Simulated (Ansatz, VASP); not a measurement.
One calculation of Al2O3, two programs

INCAR

```
ALGO     = Normal         # electronic algorithm
EDIFF    = 1E-7           # SCF threshold, eV
ENCUT    = 520            # plane-wave cutoff, eV
GGA      = PE             # functional
ISIF     = 2              # what is computed and relaxed
ISMEAR   = -1             # smearing method
LASPH    = T              # aspherical terms in the spheres
LCHARG   = F              # write CHGCAR
LREAL    = F              # projectors in reciprocal space
LWAVE    = F              # write WAVECAR
NBANDS   = 35             # bands
NELM     = 60             # most SCF steps
PREC     = Accurate       # precision mode
SIGMA    = 0.02           # smearing width, eV
```

File KPOINTS:

```
k-points
0
Gamma
  6 6 6
```

Contents of POSCAR:

```
Al2O3
1.0
    2.3793614134      1.3737249525      4.3315939879
   -2.3793614134      1.3737249525      4.3315939879
    0.0000000000     -2.7474499051      4.3315939879
Al O
4 6
Direct
    0.8519115234      0.8519115234      0.8519115234
    0.3519115234      0.3519115234      0.3519115234
    0.1480884766      0.1480884766      0.1480884766
    0.6480884766      0.6480884766      0.6480884766
    0.4436339008      0.0563660992      0.7500000000
    0.0563660992      0.7500000000      0.4436339008
    0.5563660992      0.9436339008      0.2500000000
    0.2500000000      0.5563660992      0.9436339008
    0.9436339008      0.2500000000      0.5563660992
    0.7500000000      0.4436339008      0.0563660992
```

Input for Ansatz:

```yaml
crystal:
  lattice:
    - [2.3793614134, 1.3737249525, 4.3315939879]
    - [-2.3793614134, 1.3737249525, 4.3315939879]
    - [0.0, -2.7474499051, 4.3315939879]
  atoms:
    - { symbol: Al, position: [0.8519115234, 0.8519115234, 0.8519115234] }
    - { symbol: Al, position: [0.3519115234, 0.3519115234, 0.3519115234] }
    - { symbol: Al, position: [0.1480884766, 0.1480884766, 0.1480884766] }
    - { symbol: Al, position: [0.6480884766, 0.6480884766, 0.6480884766] }
    - { symbol: O, position: [0.4436339008, 0.0563660992, 0.75] }
    - { symbol: O, position: [0.0563660992, 0.75, 0.4436339008] }
    - { symbol: O, position: [0.5563660992, 0.9436339008, 0.25] }
    - { symbol: O, position: [0.25, 0.5563660992, 0.9436339008] }
    - { symbol: O, position: [0.9436339008, 0.25, 0.5563660992] }
    - { symbol: O, position: [0.75, 0.4436339008, 0.0563660992] }
kpoints:
  mp_grid: { grid: [6, 6, 6] }
  band_path:
    path:
      - [[0.0, 0.0, 0.0], [0.5, 0.5, 0.5], [0.7662811644453, 0.2337188355547, 0.5]]
      - [[0.5, -0.2337188355547, 0.2337188355547], [0.5, -6.944777942775e-17, -5.573148960612e-18], [0.0, 0.0, 0.0], [0.3668594177774, -0.3668594177774, -2.806091293889e-18]]
      - [[0.6331405822226, -1.090844633961e-17, 0.3668594177774], [0.5, 1.277285008696e-17, 0.5], [0.0, 0.0, 0.0]]
    npoints: 10
hamiltonian:
  xc: pbe
scf:
  occupations: { method: fermi_dirac, width: 0.02 }
  n_extra_bands: 6
output:
  forces: true
  stress: true
  eigenvalues: true
  write_density: true
  write_potential: true
  elf: true
  volumetric_format: npy
```

Alike in both runs: task single point; functional PBE; k mesh 6 × 6 × 6; occupations fermi-dirac, width 0.02 eV; no spin polarisation.

|  | VASP | Ansatz |
| --- | --- | --- |
| version | VASP 6.6.1 | Ansatz 0.2.0 |
| potentials or method | VASP PAW PBE potentials, release 64 (Al, O) | plane waves, PAW |
| plane-wave cutoff (eV) | 520 | 420 |
| valence electrons in the cell | 48 | 48 |

Ansatz gave:

- gap on the k mesh at the Fermi level (eV): 6.24
- pressure (GPa): 7.6
- traceless stress, the component that is largest in VASP (GPa): -0.34
- rms of the force components (eV/Å): 0.015

Question: Which values does VASP return?

Answer: gap on the k mesh at the Fermi level (eV): 6.24; pressure (GPa): 7.4; traceless stress, the component that is largest in VASP (GPa): -0.37; rms of the force components (eV/Å): 0.015.

Atom by atom the forces differ by 0.001 eV/Å (rms over components).
